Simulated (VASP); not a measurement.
# PbS in VASP: notebook

PbS is run at these levels: PBE; tasks: single point.

Program: VASP 6.6.1. These are calculated values, not measurements. Logs are shortened: lines on timing, memory, paths and dates and some standing lists are left out, and cuts for length are marked.

## (1) The cell of the first run

The cell holds a slab with vacuum, 4 atoms: a = 4.130 Å, b = 4.130 Å, c = 11.642 Å, α = 93.79°, β = 93.79°, γ = 89.21°.

## (2) Single point, PBE (zz strain of -1 %)

File INCAR:

```
SYSTEM = PbS
PREC = Accurate
ENCUT = 520
EDIFF = 1E-6
ISMEAR = -1
SIGMA = 0.01
LREAL = .FALSE.
LASPH = .TRUE.
NELM = 80
ALGO = Normal
ISIF = 2
LWAVE = .FALSE.
LCHARG = .FALSE.
GGA = PE
NBANDS = 28
```

File KPOINTS:

```
Automatic mesh
0
G
  7 7 3
  0 0 0
```

File POSCAR:

```
PbS
1.0
    2.9405000000     -2.9000000000      0.0000000000
    2.9405000000      2.9000000000      0.0000000000
   -1.0800500000      0.0000000000     11.5921971000
Pb S
2 2
Direct
    0.7756000000      0.7756000000      0.6363800000
    0.2244000000      0.2244000000      0.3636200000
    0.2684000000      0.2684000000      0.5986000000
    0.7316000000      0.7316000000      0.4014000000
```

Potentials or basis: VASP PAW PBE potentials, release 64 (Pb_d, S).

On the command line:

```console
$ cat potpaw_PBE.64/Pb_d/POTCAR potpaw_PBE.64/S/POTCAR > POTCAR
$ mpirun -np 1 vasp_std > vasp.out
```

OUTCAR:

```text
SYSTEM = PbS
   PREC = Accurate
   ENCUT = 520
   EDIFF = 1E-6
   ISMEAR = -1
   LREAL = .FALSE.
   LASPH = .TRUE.
   NELM = 80
   ISIF = 2
   GGA = PE

 ion  position               nearest neighbor table
   1  0.776  0.776  0.636-   4 2.72   3 2.93   3 2.93   3 2.97   3 2.97
   2  0.224  0.224  0.364-   3 2.72   4 2.93   4 2.93   4 2.97   4 2.97
   3  0.268  0.268  0.599-   2 2.72   1 2.93   1 2.93   1 2.97   1 2.97
   4  0.732  0.732  0.401-   1 2.72   2 2.93   2 2.93   2 2.97   2 2.97

  LATTYP: Found a base centered monoclinic cell.
 ALAT       =     5.8810000000
 B/A-ratio  =     0.9862268322
 C/A-ratio  =     1.9796637888
 COS(beta)  =    -0.0927686513

  Lattice vectors:

 A1 = (   2.9405000000,  -2.9000000000,   0.0000000000)
 A2 = (   2.9405000000,   2.9000000000,   0.0000000000)
 A3 = (  -1.0800500000,   0.0000000000,  11.5921971000)

Analysis of symmetry for initial positions (statically):
=====================================================================
 Subroutine PRICEL returns:
 Original cell was already a primitive cell.

 Routine SETGRP: Setting up the symmetry group for a
 base centered monoclinic supercell.

 Subroutine GETGRP returns: Found  4 space group operations
 (whereof  4 operations were pure point group operations)
 out of a pool of  4 trial point group operations.

The static configuration has the point symmetry C_2h.

Analysis of symmetry for dynamics (positions and initial velocities):
=====================================================================
 Subroutine PRICEL returns:
 Original cell was already a primitive cell.

 Routine SETGRP: Setting up the symmetry group for a
 base centered monoclinic supercell.

 Subroutine GETGRP returns: Found  4 space group operations
 (whereof  4 operations were pure point group operations)
 out of a pool of  4 trial point group operations.

The dynamic configuration has the point symmetry C_2h.

 Subroutine INISYM returns: Found  4 space group operations
 (whereof  4 operations are pure point group operations),
 and found     1 'primitive' translations

----------------------------------------------------------------------------------------

                                     Primitive cell

[... 89 lines left out ...]
   LNONCOLLINEAR =      F non collinear calculations
   LSORBIT =      F    spin-orbit coupling
   LASPH  =      T    aspherical Exc in radial PAW
   ENCUT  =  520.0 eV  38.22 Ry    6.18 a.u.   7.68  7.68 21.65*2*pi/ulx,y,z
   NELM   =     80;   NELMIN=  2; NELMDL= -5     # of ELM steps
   EDIFF  = 0.1E-05   stopping-criterion for ELM
   LREAL  =      F    real-space projection
   EDIFFG = 0.1E-04   stopping-criterion for IOM
   NSW    =      0    number of steps for IOM
   IBRION =     -1    ionic relax: 0-MD 1-quasi-New 2-CG
   NFREE  =      0    steps in history (QN), initial steepest desc. (CG)
   ISIF   =      2    stress and relaxation
   ISYM   =      2    0-nonsym 1-usesym 2-fastsym
   POTIM  = 0.5000    time-step for ionic-motion
   TEBEG  =    0.0;   TEEND  =   0.0 temperature during run
   PSTRESS=    0.0 pullay stress
   NELECT =      40.0000    total number of electrons
   NUPDOWN=      -1.0000    fix difference up-down
   EMIN   =  10.00;   EMAX   =-10.00  energy-range for DOS
   EFERMI =   0.00;   METHOD = LEGACY
   ISMEAR =    -1;   SIGMA  =   0.01  broadening in eV -4-tet -1-fermi 0-gaus
   EFERMI_NEDOS =   21; number of points for ismear=-14 and -15
   IALGO  =     38    algorithm
   IMIX   =      4    mixing-type and parameters
     AMIX     =   0.40;   BMIX     =  1.00
     AMIX_MAG =   1.60;   BMIX_MAG =  1.00
  volume/ion in A,a.u.               =      49.43       333.54
  Fermi-wavevector in a.u.,A,eV,Ry     =   0.961073  1.816165 12.567183  0.923662
  Thomas-Fermi vector in A             =   2.090413
   LORBIT       =      0    0 simple, 1 ext, 2 COOP (PROOUT), +10 PAW based schemes
   GGA     = PE    functional components
   LHFCALC =     F    Hartree Fock is set to
   AEXX    =    0.0000 exact exchange contribution
   IVDW    =     0    specifies the selected vdW correction
   LEPSILON=     F    determine dielectric tensor
   LRPA    =     F    only Hartree local field effects (RPA)
 non-spin polarized calculation
  energy-cutoff  :      520.00
  volume of cell :      197.70
 maximum number of plane-waves:      5344
   NGX = 15   NGY = 15   NGZ = 43

 number of electron      40.0000004 magnetization

 Free energy of the ion-electron system (eV)
  ---------------------------------------------------
  ext. energy  EPLUGINS =         0.00000000
  ---------------------------------------------------
  free energy    TOTEN  =       -17.19539160 eV

  energy without entropy =      -17.19539160  energy(sigma->0) =      -17.19539160

 E-fermi :   0.9704     XC(G=0):  -5.9560

 val. band max:        0.7463874919   @ k =   0.0000   0.0000   0.0000
 cond. band min:       2.0606474560   @ k =   0.0000   0.0000   0.3333
 fundamental gap:      1.3142599641
 Fermi energy:         0.9704296575

 k-point     1 :       0.0000    0.0000    0.0000
  band No.  band energies     occupation
      1     -15.5769      2.00000
      2     -15.4945      2.00000
      3     -15.4851      2.00000
      4     -15.4840      2.00000
      5     -15.4490      2.00000
      6     -15.4441      2.00000
[... 733 lines left out ...]
     27       6.0001      0.00000
     28       7.3621      0.00000

 [... further k-points ...]

------------------------ aborting loop because EDIFF is reached ----------------------------------------

  FORCE on cell =-STRESS in cart. coord.  units (eV):
  Direction    XX          YY          ZZ          XY          YZ          ZX
  --------------------------------------------------------------------------------------
  -------------------------------------------------------------------------------------
  Total        0.7732752      1.8960162     -0.9621917      0.0000000      0.0000000     -0.0122830
  in kB        6.2665679     15.3651815     -7.7975334      0.0000000      0.0000000     -0.0995404
  external PRESSURE =       4.6114053 kB  Pullay stress =       0.0000000 kB

 VOLUME and BASIS-vectors are now :
 -----------------------------------------------------------------------------
  energy-cutoff  :      520.00
  volume of cell :      197.70
      direct lattice vectors                 reciprocal lattice vectors
     2.940500000 -2.900000000  0.000000000     0.170039109 -0.172413793  0.015842617
     2.940500000  2.900000000  0.000000000     0.170039109  0.172413793  0.015842617
    -1.080050000  0.000000000 11.592197100     0.000000000  0.000000000  0.086264924

 POSITION                                       TOTAL-FORCE (eV/Angst)
 -----------------------------------------------------------------------------------
      3.87398      0.00000      7.37704        -0.001747      0.000000     -0.300385
      0.92697      0.00000      4.21515         0.001747      0.000000      0.300385
      0.93194      0.00000      6.93909        -0.003583      0.000000      0.015872
      3.86901      0.00000      4.65311         0.003583      0.000000     -0.015872
 -----------------------------------------------------------------------------------
    total drift:                                0.000000      0.000000      0.000000

  FREE ENERGIE OF THE ION-ELECTRON SYSTEM (eV)
  ---------------------------------------------------
  free  energy   TOTEN  =       -17.1953915966 eV

  energy  without entropy=      -17.1953915966  energy(sigma->0) =      -17.19539160
```

OSZICAR:

```text
N       E                     dE             d eps       ncg     rms          rms(c)
DAV:   1     0.407595854009E+03    0.40760E+03   -0.17796E+04  2496   0.130E+03
DAV:   2     0.333576549558E+02   -0.37424E+03   -0.36269E+03  2640   0.351E+02
DAV:   3    -0.160081809327E+02   -0.49366E+02   -0.48504E+02  3200   0.151E+02
DAV:   4    -0.184658413884E+02   -0.24577E+01   -0.24455E+01  2876   0.399E+01
DAV:   5    -0.185770363441E+02   -0.11119E+00   -0.11116E+00  3272   0.851E+00    0.676E+00
DAV:   6    -0.172719009786E+02    0.13051E+01   -0.31582E+00  3456   0.108E+01    0.422E+00
DAV:   7    -0.172377617917E+02    0.34139E-01   -0.67785E-01  2844   0.329E+00    0.275E+00
DAV:   8    -0.172072868940E+02    0.30475E-01   -0.19066E-01  3396   0.324E+00    0.163E+00
DAV:   9    -0.171976147035E+02    0.96722E-02   -0.50619E-02  3232   0.172E+00    0.376E-01
DAV:  10    -0.171920420138E+02    0.55727E-02   -0.10789E-02  3132   0.440E-01    0.194E-01
DAV:  11    -0.171914682562E+02    0.57376E-03   -0.32050E-03  2888   0.203E-01    0.140E-01
DAV:  12    -0.171936275849E+02   -0.21593E-02   -0.56510E-04  2640   0.129E-01    0.126E-01
DAV:  13    -0.171950398840E+02   -0.14123E-02   -0.61073E-04  2892   0.141E-01    0.254E-02
DAV:  14    -0.171953007974E+02   -0.26091E-03   -0.64602E-05  2632   0.521E-02    0.232E-02
DAV:  15    -0.171953896600E+02   -0.88863E-04   -0.42744E-05  2496   0.356E-02    0.753E-03
DAV:  16    -0.171953914714E+02   -0.18113E-05   -0.52664E-06  2700   0.140E-02    0.636E-03
DAV:  17    -0.171953915966E+02   -0.12520E-06   -0.27091E-07  2192   0.425E-03
   1 F= -.17195392E+02 E0= -.17195392E+02  d E =-.178217E-11
```

Wall time 2.1 min (1 thread of AMD EPYC 9R45 (Zen 5), shared host); peak memory 0.38 GiB.

Results:

```
Free energy            : -17.1954 eV
Largest force          : 0.300 eV/Å
Band gap on the k mesh : 1.31 eV
```

Forces on the atoms (eV/Å):
```
Pb  -0.002  0.000 -0.300
Pb   0.002  0.000  0.300
S   -0.004  0.000  0.016
S    0.004  0.000 -0.016
```

Caveat: the cell differs from its parent crystal (zz strain of -1 %); spin-orbit coupling is left out, which moves the levels of the heavy elements.

## (3) Single point, PBE (zz strain of +2 %)

File INCAR:

```
PREC = Accurate
ENCUT = 520
EDIFF = 1E-6
ISMEAR = -1
SIGMA = 0.01
LREAL = F
LASPH = T
NELM = 80
ALGO = Normal
ISIF = 2
LWAVE = F
LCHARG = F
GGA = PE
NBANDS = 28
```

File KPOINTS:

```
Automatic mesh
0
Gamma
  7 7 3
```

POSCAR, as its differences from that of step 2:

```diff
@@ -4,3 +4,3 @@
     2.9405000000      2.9000000000      0.0000000000
-   -1.0800500000      0.0000000000     11.5921971000
+   -1.0800500000      0.0000000000     11.9434758000
 Pb S
```

Potentials or basis: VASP PAW PBE potentials, release 64 (Pb_d, S).

On the command line:

```console
$ cat potpaw_PBE.64/Pb_d/POTCAR potpaw_PBE.64/S/POTCAR > POTCAR
$ mpirun -np 1 vasp_std > vasp.out
```

Wall time 2.1 min (1 thread of AMD EPYC 9R45 (Zen 5), shared host); peak memory 0.38 GiB.

Results (log left out):

- Free energy: -17.1450 eV
- Largest force: 0.591 eV/Å
- Band gap on the k mesh: 1.19 eV

Forces on the atoms (eV/Å):
```
Pb  -0.001  0.000 -0.591
Pb   0.001  0.000  0.591
S   -0.004  0.000 -0.190
S    0.004  0.000  0.190
```

Levels at points of the mesh, in eV from the valence-band top:
```csv
k point,band 17,band 18,band 19,band 20,band 21,band 22,band 23,band 24
"(0.00, 0.00, 0.00)",-2.33,-1.45,-1.33,0.00,1.28,2.92,5.06,5.23
```

Caveat: the cell differs from its parent crystal (zz strain of +2 %); spin-orbit coupling is left out, which moves the levels of the heavy elements.
